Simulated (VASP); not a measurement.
A run of VASP 6.6.1 is set up as follows.

Contents of INCAR:

```
PREC = Accurate
ENCUT = 570
EDIFF = 1E-7
ISMEAR = 0
SIGMA = 0.1
LREAL = False
LASPH = True
NELM = 120
ALGO = Normal
ISIF = 3
LWAVE = False
LCHARG = False
GGA = PE
IVDW = 12
IBRION = 2
NSW = 100
EDIFFG = -0.05
GGA_COMPAT = False
NELMIN = 4
```

KPOINTS

```
Automatic mesh
0
Gamma
  6 6 4
```

Contents of POSCAR:

```
PtS2
1.0
    3.5432000000      0.0000000000      0.0000000000
   -1.7716000000      3.0685012107      0.0000000000
    0.0000000000      0.0000000000      5.0388000000
Pt S
1 2
Direct
    0.0000000000      0.0000000000      0.0000000000
    0.3333333333      0.6666666667      0.2270000000
    0.6666666667      0.3333333333      0.7730000000
```

Potentials or basis: VASP PAW PBE potentials, release 64 (Pt_sv_GW, S).

The run is started by

```console
$ cat potpaw_PBE.64/Pt_sv_GW/POTCAR potpaw_PBE.64/S/POTCAR > POTCAR
$ mpirun -np 1 vasp_std > vasp.out
```

(1) What does it give for the space group after relaxing (to 0.1 Å)?

(2) Predict the relaxed volume.

## Answers

(1) P-3m1 (No. 164).

(2) 17.39 Å³/atom.
